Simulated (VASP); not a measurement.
# Ba (Fd-3m) in VASP: a series of runs

Ba is run at these levels: PBEsol; tasks: single point.

Program: VASP 6.6.1. These are calculated values, not measurements. Logs are shortened: lines on timing, memory, paths and dates and some standing lists are left out, and cuts for length are marked.

## Step 1: The cell of the first run

Symmetry: Fd-3m, No. 227, cubic system. The conventional cell has a = 6.516 Å, b = 6.516 Å, c = 6.516 Å, α = 90.00°, β = 90.00°, γ = 90.00°. Within 3.7 Å of Ba (site symmetry -43m) lie 4 Ba at 2.82 Å.

This isn't the form of Ba at room conditions, which is bcc.

## Step 2: Single point, PBEsol (34.57 Å³/atom)

The input, INCAR:

```
  PREC = Accurate
  ENCUT = 520
  EDIFF = 1E-7
  ISMEAR = -1
  SIGMA = 0.05
  LREAL = False
  LASPH = True
  NELM = 100
  ALGO = Normal
  ISIF = 2
  LWAVE = False
  LCHARG = False
  GGA = PS
  NBANDS = 17
```

The input, KPOINTS:

```
Automatic mesh
0
Gamma
  9 9 9
```

The input, POSCAR:

```
Ba
1.0
    0.0000000000      3.2577504733      3.2577504733
    3.2577504733      0.0000000000      3.2577504733
    3.2577504733      3.2577504733      0.0000000000
Ba
2
Direct
   -0.1250000000     -0.1250000000     -0.1250000000
    0.1250000000      0.1250000000      0.1250000000
```

Potentials or basis: VASP PAW PBE potentials, release 64 (Ba_sv).

Command:

```
> cat potpaw_PBE.64/Ba_sv/POTCAR > POTCAR
> mpirun -np 1 vasp_std > vasp.out
```

OUTCAR:

```text
PREC = Accurate
   ENCUT = 520
   EDIFF = 1E-7
   ISMEAR = -1
   LREAL = False
   LASPH = True
   NELM = 100
   ISIF = 2
   GGA = PS

 ion  position               nearest neighbor table
   1  0.875  0.875  0.875-   2 2.82   2 2.82   2 2.82   2 2.82
   2  0.125  0.125  0.125-   1 2.82   1 2.82   1 2.82   1 2.82

  LATTYP: Found a face centered cubic cell.
 ALAT       =     6.5155009466

  Lattice vectors:

 A1 = (   0.0000000000,   3.2577504733,   3.2577504733)
 A2 = (   3.2577504733,   0.0000000000,   3.2577504733)
 A3 = (   3.2577504733,   3.2577504733,   0.0000000000)

Analysis of symmetry for initial positions (statically):
=====================================================================
 Subroutine PRICEL returns:
 Original cell was already a primitive cell.

 Routine SETGRP: Setting up the symmetry group for a
 face centered cubic supercell.

 Subroutine GETGRP returns: Found 48 space group operations
 (whereof 12 operations were pure point group operations)
 out of a pool of 48 trial point group operations.

The static configuration has the point symmetry D_3d.
 The point group associated with its full space group is O_h .

Analysis of symmetry for dynamics (positions and initial velocities):
=====================================================================
 Subroutine PRICEL returns:
 Original cell was already a primitive cell.

 Routine SETGRP: Setting up the symmetry group for a
 face centered cubic supercell.

 Subroutine GETGRP returns: Found 48 space group operations
 (whereof 12 operations were pure point group operations)
 out of a pool of 48 trial point group operations.

The dynamic configuration has the point symmetry D_3d.
 The point group associated with its full space group is O_h .

 Subroutine INISYM returns: Found 48 space group operations
 (whereof 12 operations are pure point group operations),
 and found     1 'primitive' translations

----------------------------------------------------------------------------------------

                                     Primitive cell

  volume of cell :      69.1486

  direct lattice vectors                    reciprocal lattice vectors
     0.000000000  3.257750473  3.257750473    -0.153480140  0.153480140  0.153480140
     3.257750473  0.000000000  3.257750473     0.153480140 -0.153480140  0.153480140
     3.257750473  3.257750473  0.000000000     0.153480140  0.153480140 -0.153480140

  length of vectors
     4.607154902  4.607154902  4.607154902     0.265835401  0.265835401  0.265835401

  position of ions in fractional coordinates (direct lattice)
     0.875000000  0.875000000  0.875000000
     0.125000000  0.125000000  0.125000000

  ion indices of the primitive-cell ions
   primitive index   ion index
                 1           1
                 2           2

----------------------------------------------------------------------------------------

 KPOINTS: Automatic mesh

Automatic generation of k-mesh.
 Grid dimensions read from file:
 generate k-points for:    9    9    9

 Generating k-lattice:

  Cartesian coordinates                     Fractional coordinates (reciprocal lattice)
    -0.017053349  0.017053349  0.017053349     0.111111111  0.000000000  0.000000000
     0.017053349 -0.017053349  0.017053349     0.000000000  0.111111111  0.000000000
     0.017053349  0.017053349 -0.017053349     0.000000000  0.000000000  0.111111111

  Length of vectors
     0.029537267  0.029537267  0.029537267

  Shift w.r.t. Gamma in fractional coordinates (k-lattice)
     0.000000000  0.000000000  0.000000000

 Subroutine IBZKPT returns following result:
 ===========================================

 Found     35 irreducible k-points:

 Following reciprocal coordinates:
            Coordinates               Weight
  0.000000  0.000000  0.000000      1.000000
  0.111111  0.000000  0.000000      8.000000
  0.222222  0.000000  0.000000      8.000000
  0.333333  0.000000  0.000000      8.000000
  0.444444  0.000000  0.000000      8.000000
  0.111111  0.111111  0.000000      6.000000
[... 16 lines left out ...]
 -0.333333  0.333333  0.000000     12.000000
  0.444444  0.444444  0.000000      6.000000
 [... further k-points ...]
   k-points           NKPTS =     35   k-points in BZ     NKDIM =     35   number of bands    NBANDS=     17
   number of dos      NEDOS =    301   number of ions     NIONS =      2
   total plane-waves  NPLWV =  46656
   dimension x,y,z NGX =    36 NGY =   36 NGZ =   36
   dimension x,y,z NGXF=    72 NGYF=   72 NGZF=   72
   ions per type =               2
   NGX,Y,Z   is equivalent  to a cutoff of  12.99, 12.99, 12.99 a.u.
   NGXF,Y,Z  is equivalent  to a cutoff of  25.98, 25.98, 25.98 a.u.
 SYSTEM =  unknown system
   PREC   = accura    normal or accurate (medium, high low for compatibility)
   ISTART =      0    job   : 0-new  1-cont  2-samecut
   ICHARG =      2    charge: 1-file 2-atom 10-const
   ISPIN  =      1    spin polarized calculation?
   LNONCOLLINEAR =      F non collinear calculations
   LSORBIT =      F    spin-orbit coupling
   LASPH  =      T    aspherical Exc in radial PAW
   ENCUT  =  520.0 eV  38.22 Ry    6.18 a.u.   8.57  8.57  8.57*2*pi/ulx,y,z
   NELM   =    100;   NELMIN=  2; NELMDL= -5     # of ELM steps
   EDIFF  = 0.1E-06   stopping-criterion for ELM
   LREAL  =      F    real-space projection
   EDIFFG = 0.1E-05   stopping-criterion for IOM
   NSW    =      0    number of steps for IOM
   IBRION =     -1    ionic relax: 0-MD 1-quasi-New 2-CG
   NFREE  =      0    steps in history (QN), initial steepest desc. (CG)
   ISIF   =      2    stress and relaxation
   ISYM   =      2    0-nonsym 1-usesym 2-fastsym
   POTIM  = 0.5000    time-step for ionic-motion
   TEBEG  =    0.0;   TEEND  =   0.0 temperature during run
   PSTRESS=    0.0 pullay stress
   NELECT =      20.0000    total number of electrons
   NUPDOWN=      -1.0000    fix difference up-down
   EMIN   =  10.00;   EMAX   =-10.00  energy-range for DOS
   EFERMI =   0.00;   METHOD = LEGACY
   ISMEAR =    -1;   SIGMA  =   0.05  broadening in eV -4-tet -1-fermi 0-gaus
   EFERMI_NEDOS =   21; number of points for ismear=-14 and -15
   IALGO  =     38    algorithm
   IMIX   =      4    mixing-type and parameters
     AMIX     =   0.40;   BMIX     =  1.00
     AMIX_MAG =   1.60;   BMIX_MAG =  1.00
  volume/ion in A,a.u.               =      34.57       233.32
  Fermi-wavevector in a.u.,A,eV,Ry     =   1.082656  2.045923 15.947977  1.172143
  Thomas-Fermi vector in A             =   2.218702
   LORBIT       =      0    0 simple, 1 ext, 2 COOP (PROOUT), +10 PAW based schemes
   GGA     = PS    functional components
   LHFCALC =     F    Hartree Fock is set to
   AEXX    =    0.0000 exact exchange contribution
   IVDW    =     0    specifies the selected vdW correction
   LEPSILON=     F    determine dielectric tensor
   LRPA    =     F    only Hartree local field effects (RPA)
 non-spin polarized calculation
  energy-cutoff  :      520.00
  volume of cell :       69.15
 maximum number of plane-waves:      1877
   NGX = 17   NGY = 17   NGZ = 17

 number of electron      19.9999999 magnetization

 Free energy of the ion-electron system (eV)
  ---------------------------------------------------
  ext. energy  EPLUGINS =         0.00000000
  ---------------------------------------------------
  free energy    TOTEN  =        -0.91152639 eV

  energy without entropy =       -0.90004496  energy(sigma->0) =       -0.90578568

 E-fermi :   3.4209     XC(G=0):  -9.5555

 val. band max:        3.3327571451   @ k =   0.3333   0.0000   0.0000
 cond. band min:       3.4291888108   @ k =  -0.1111   0.1111   0.0000
 fundamental gap:      0.0964316657
 Fermi energy:         3.4208892801

 k-point     1 :       0.0000    0.0000    0.0000
  band No.  band energies     occupation
      1     -26.2469      2.00000
      2     -23.4379      2.00000
      3     -11.7801      2.00000
      4     -11.7801      2.00000
      5     -11.7801      2.00000
      6      -9.0114      2.00000
[... 9 lines left out ...]
     16       9.3892      0.00000
     17       9.3892      0.00000

 k-point     2 :       0.1111    0.0000    0.0000
  band No.  band energies     occupation
      1     -26.1957      2.00000
      2     -23.5200      2.00000
      3     -11.8358      2.00000
      4     -11.8358      2.00000
      5     -11.7780      2.00000
      6      -8.9461      2.00000
[... 9 lines left out ...]
     16       9.1173      0.00000
     17       9.1173      0.00000

 k-point     3 :       0.2222    0.0000    0.0000
  band No.  band energies     occupation
      1     -26.0519      2.00000
      2     -23.7406      2.00000
      3     -11.9642      2.00000
      4     -11.9642      2.00000
      5     -11.7882      2.00000
      6      -8.7484      2.00000
[... 9 lines left out ...]
     16       8.7708      0.00000
     17       8.7708      0.00000

 k-point     4 :       0.3333    0.0000    0.0000
  band No.  band energies     occupation
      1     -25.8507      2.00000
      2     -24.0266      2.00000
      3     -12.0936      2.00000
      4     -12.0936      2.00000
      5     -11.8218      2.00000
      6      -8.5081      2.00000
[... 9 lines left out ...]
     16       9.5043      0.00000
     17       9.5043      0.00000
[... 343 lines left out ...]
      1     -25.2631      2.00000
      2     -24.7407      2.00000
      3     -12.6922      2.00000
      4     -12.4814      2.00000
      5     -10.5720      2.00000
      6      -9.6565      2.00000
[... 9 lines left out ...]
     16       8.5741      0.00000
     17       9.5335      0.00000

 k-point    23 :      -0.3333    0.3333    0.0000
  band No.  band energies     occupation
      1     -25.3383      2.00000
      2     -24.6575      2.00000
      3     -12.7370      2.00000
      4     -12.3885      2.00000
      5     -10.7595      2.00000
      6      -9.3700      2.00000
[... 9 lines left out ...]
     16       7.8283      0.00000
     17       9.2513      0.00000

 k-point    24 :       0.4444    0.4444    0.0000
  band No.  band energies     occupation
      1     -25.2403      2.00000
      2     -24.7656      2.00000
      3     -12.5731      2.00000
      4     -12.5731      2.00000
      5     -10.4156      2.00000
      6     -10.0030      2.00000
[... 9 lines left out ...]
     16       9.2808      0.00000
     17      10.4733      0.00000

 [... further k-points ...]
[... 5 lines left out ...]
  --------------------------------------------------------------------------------------
  -------------------------------------------------------------------------------------
  Total        9.5112246      9.5112246      9.5112246     -0.0000000     -0.0000000     -0.0000000
  in kB      220.3756334    220.3756334    220.3756334     -0.0000000     -0.0000000     -0.0000000
  external PRESSURE =     220.3756334 kB  Pullay stress =       0.0000000 kB

 VOLUME and BASIS-vectors are now :
 -----------------------------------------------------------------------------
  energy-cutoff  :      520.00
  volume of cell :       69.15
      direct lattice vectors                 reciprocal lattice vectors
     0.000000000  3.257750473  3.257750473    -0.153480140  0.153480140  0.153480140
     3.257750473  0.000000000  3.257750473     0.153480140 -0.153480140  0.153480140
     3.257750473  3.257750473  0.000000000     0.153480140  0.153480140 -0.153480140

 POSITION                                       TOTAL-FORCE (eV/Angst)
 -----------------------------------------------------------------------------------
      5.70106      5.70106      5.70106        -0.000000     -0.000000     -0.000000
      0.81444      0.81444      0.81444         0.000000      0.000000      0.000000
 -----------------------------------------------------------------------------------
    total drift:                               -0.000000      0.000000      0.000000

  FREE ENERGIE OF THE ION-ELECTRON SYSTEM (eV)
  ---------------------------------------------------
  free  energy   TOTEN  =        -0.9115263939 eV

  energy  without entropy=       -0.9000449649  energy(sigma->0) =       -0.90578568
```

It took 46 s on 1 thread of Intel Xeon Platinum 8259CL at 2.50GHz (Skylake/Cascade Lake), shared host; peak memory 0.21 GiB.

What came out:

* Free energy: -0.9115 eV
* Pressure: 22.0 GPa
* Band gap on the k mesh: zero (bands 10 and 11 overlap by 0.52 eV)

Levels at points of the mesh, in eV from the Fermi level:
| k point | band 7 | band 8 | band 9 | band 10 | band 11 | band 12 | band 13 | band 14 |
| --- | --- | --- | --- | --- | --- | --- | --- | --- |
| (0.00, 0.00, 0.00) | -12.43 | -12.43 | -1.64 | 0.02 | 0.02 | 2.47 | 2.47 | 2.47 |

Caveat: the cell stands under pressure; the PAW data sets were made with another functional, which shifts forces and pressure a little; spin-orbit coupling is left out, which moves the levels of the heavy elements.

## Step 3: Single point, PBEsol (34.57 Å³/atom)

The input, INCAR:

```
SYSTEM = Ba
ALGO = Normal ; EDIFF = 1E-6
ENCUT = 520 ; GGA = PS
ISIF = 2 ; ISMEAR = -1
LASPH = .True. ; LCHARG = .False.
LREAL = .False. ; LWAVE = .False.
NBANDS = 17 ; NELM = 80
PREC = Accurate ; SIGMA = 0.05
```

The input, KPOINTS:

```
k-points
0
Gamma
  9 9 9
  0 0 0
```

POSCAR is that of step 2.

Potentials or basis: VASP PAW PBE potentials, release 64 (Ba_sv).

Command:

```
> cat potpaw_PBE.64/Ba_sv/POTCAR > POTCAR
> mpirun -np 1 vasp_std > vasp.out
```

Wall time 56 s (1 thread of Intel Xeon Platinum 8259CL at 2.50GHz (Skylake/Cascade Lake), shared host); peak memory 0.21 GiB.

Results (log left out):

```
Free energy            : -0.9115 eV
Pressure               : 22.0 GPa
Band gap on the k mesh : zero (bands 10 and 11 overlap by 0.52 eV)
```

Levels at points of the mesh, in eV from the Fermi level:
| k point | band 8 | band 9 | band 10 | band 11 | band 12 | band 13 |
| --- | --- | --- | --- | --- | --- | --- |
| (0.00, 0.00, 0.00) | -12.43 | -1.64 | 0.02 | 0.02 | 2.47 | 2.47 |

Caveat: the cell stands under pressure; the PAW data sets were made with another functional, which shifts forces and pressure a little; spin-orbit coupling is left out, which moves the levels of the heavy elements.

## Step 4: Single point, PBEsol (39.66 Å³/atom)

This run uses another cell than the first one, of 39.66 Å³/atom.

The input, INCAR:

```
  ALGO = Normal
  EDIFF = 1E-7
  ENCUT = 520
  GGA = PS
  ISIF = 2
  ISMEAR = -1
  LASPH = True
  LCHARG = False
  LREAL = False
  LWAVE = False
  NBANDS = 17
  NELM = 60
  PREC = Accurate
  SIGMA = 0.05
```

The input, KPOINTS:

```
k-points
0
Gamma
  9 9 9
```

The input, POSCAR:

```
Ba
1.0
    0.0000000000      3.4101989255      3.4101989255
    3.4101989255      0.0000000000      3.4101989255
    3.4101989255      3.4101989255      0.0000000000
Ba
2
Direct
   -0.1250000000     -0.1250000000     -0.1250000000
    0.1250000000      0.1250000000      0.1250000000
```

Command:

```
> cat potpaw_PBE.64/Ba_sv/POTCAR > POTCAR
> mpirun -np 1 vasp_std > vasp.out
```

It took 46 s on 1 thread of Intel Xeon Platinum 8259CL at 2.50GHz (Skylake/Cascade Lake), shared host; peak memory 0.21 GiB.

It converged, with:

| Property | Result |
| --- | --- |
| Free energy | -1.8869 eV |
| Pressure | 10.1 GPa |
| Band gap on the k mesh | zero (bands 10 and 11 overlap by 0.40 eV) |

Levels at points of the mesh, in eV from the Fermi level:
| k point | band 8 | band 9 | band 10 | band 11 | band 12 | band 13 |
| --- | --- | --- | --- | --- | --- | --- |
| (0.00, 0.00, 0.00) | -12.78 | -1.80 | 0.08 | 0.08 | 2.11 | 2.11 |

Caveat: the cell stands under pressure; the PAW data sets were made with another functional, which shifts forces and pressure a little; spin-orbit coupling is left out, which moves the levels of the heavy elements.

## Step 5: Single point, PBEsol (39.66 Å³/atom)

This run uses another cell than the first one, of 39.66 Å³/atom.

The input, INCAR:

```
SYSTEM = Ba
  PREC = Accurate
  ENCUT = 520
  EDIFF = 1E-6
  ISMEAR = -1
  SIGMA = 0.05
  LREAL = .FALSE.
  LASPH = .TRUE.
  NELM = 60
  ALGO = Normal
  ISIF = 2
  LWAVE = .FALSE.
  LCHARG = .TRUE.
  GGA = PS
  LELF = .TRUE.
  LVHAR = .TRUE.
  NBANDS = 17
```

The input, KPOINTS:

```
regular mesh
0
G
  9 9 9
  0 0 0
```

POSCAR is that of step 4.

Command:

```
> cat potpaw_PBE.64/Ba_sv/POTCAR > POTCAR
> mpirun -np 1 vasp_std > vasp.out
```

It took 44 s on 1 thread of Intel Xeon Platinum 8259CL at 2.50GHz (Skylake/Cascade Lake), shared host; peak memory 0.22 GiB.

It converged, with:

```yaml
Free_energy: -1.8869 eV
Pressure: 10.1 GPa
Band_gap_on_the_k_mesh: zero (bands 10 and 11 overlap by 0.40 eV)
```

Levels at points of the mesh, in eV from the Fermi level:
| k point | band 7 | band 8 | band 9 | band 10 | band 11 | band 12 | band 13 | band 14 |
| --- | --- | --- | --- | --- | --- | --- | --- | --- |
| (0.00, 0.00, 0.00) | -12.78 | -12.78 | -1.80 | 0.08 | 0.08 | 2.11 | 2.11 | 2.11 |

Caveat: the cell stands under pressure; the PAW data sets were made with another functional, which shifts forces and pressure a little; spin-orbit coupling is left out, which moves the levels of the heavy elements.

## Step 6: Single point, PBEsol

This run uses another cell than the first one, of 50.84 Å³/atom.

The input, INCAR:

```
SYSTEM = Ba
PREC = Accurate
ENCUT = 520
EDIFF = 1E-7
ISMEAR = -1
SIGMA = 0.05
LREAL = .False.
LASPH = .True.
NELM = 60
ALGO = Normal
ISIF = 2
LWAVE = .False.
LCHARG = .False.
GGA = PS
NBANDS = 17
```

The input, KPOINTS:

```
Automatic mesh
0
Gamma
  9 9 9
  0 0 0
```

The input, POSCAR:

```
Ba
1.0
    0.0000000000      3.7046584883      3.7046584883
    3.7046584883      0.0000000000      3.7046584883
    3.7046584883      3.7046584883      0.0000000000
Ba
2
Direct
   -0.1250000000     -0.1250000000     -0.1250000000
    0.1250000000      0.1250000000      0.1250000000
```

Potentials or basis: VASP PAW PBE potentials, release 64 (Ba_sv).

Command:

```
> cat potpaw_PBE.64/Ba_sv/POTCAR > POTCAR
> mpirun -np 1 vasp_std > vasp.out
```

Run time: 51 s. Hardware: 1 thread of Intel Xeon Platinum 8259CL at 2.50GHz (Skylake/Cascade Lake), shared host; peak memory 0.25 GiB.

It converged, with:

- Free energy: -2.4743 eV
- Pressure: 0.7 GPa
- Band gap on the k mesh: zero (bands 10 and 11 overlap by 0.24 eV)

Levels at points of the mesh, in eV from the Fermi level:
```tsv
k point	band 6	band 7	band 8	band 9	band 10	band 11	band 12	band 13	band 14	band 15
(0.00, 0.00, 0.00)	-13.45	-13.45	-13.45	-2.05	0.14	0.14	1.50	1.50	1.50	3.37
```

Caveat: the PAW data sets were made with another functional, which shifts forces and pressure a little; spin-orbit coupling is left out, which moves the levels of the heavy elements.

## Step 7: Single point, PBEsol

This run uses another cell than the first one, of 50.84 Å³/atom.

The input, INCAR:

```
PREC = Accurate ; ENCUT = 520
EDIFF = 1E-6 ; ISMEAR = -1
SIGMA = 0.05 ; LREAL = F
LASPH = T ; NELM = 80
ALGO = Normal ; ISIF = 2
LWAVE = F ; LCHARG = F
GGA = PS ; NBANDS = 17
```

The input, KPOINTS:

```
Automatic mesh
0
Gamma
  9 9 9
```

POSCAR is that of step 6.

Command:

```
> cat potpaw_PBE.64/Ba_sv/POTCAR > POTCAR
> mpirun -np 1 vasp_std > vasp.out
```

Wall time 55 s (1 thread of Intel Xeon Platinum 8259CL at 2.50GHz (Skylake/Cascade Lake), shared host); peak memory 0.25 GiB.

It converged, with:

```yaml
Free_energy: -2.4743 eV
Pressure: 0.7 GPa
Band_gap_on_the_k_mesh: zero (bands 10 and 11 overlap by 0.24 eV)
```

Levels at points of the mesh, in eV from the Fermi level:
```tsv
k point	band 7	band 8	band 9	band 10	band 11	band 12	band 13	band 14
(0.00, 0.00, 0.00)	-13.45	-13.45	-2.05	0.14	0.14	1.50	1.50	1.50
```

Caveat: the PAW data sets were made with another functional, which shifts forces and pressure a little; spin-orbit coupling is left out, which moves the levels of the heavy elements.

## Step 8: Overview

```tsv
cell	gap on the mesh (eV)	pressure (GPa)
a = 4.607 Å, angles 60.0°, 2 atoms	none	22.0
a = 4.823 Å, angles 60.0°, 2 atoms	none	10.1
a = 5.239 Å, angles 60.0°, 2 atoms	none	0.7
```

Alike in all rows: task single point; level PBEsol; potentials or basis VASP PAW PBE potentials, release 64 (Ba_sv); no spin polarisation; k mesh 9 × 9 × 9; cutoff (eV) 520; smearing fermi-dirac 0.05 eV.

Caveats: the PAW data sets were made with another functional, which shifts forces and pressure a little; spin-orbit coupling is left out, which moves the levels of the heavy elements; the cell stands under pressure (at least some runs).

Absolute energies hang on the potentials; compare differences alone.

The gap in the log of VASP goes by the Fermi energy; the results here count the filled bands.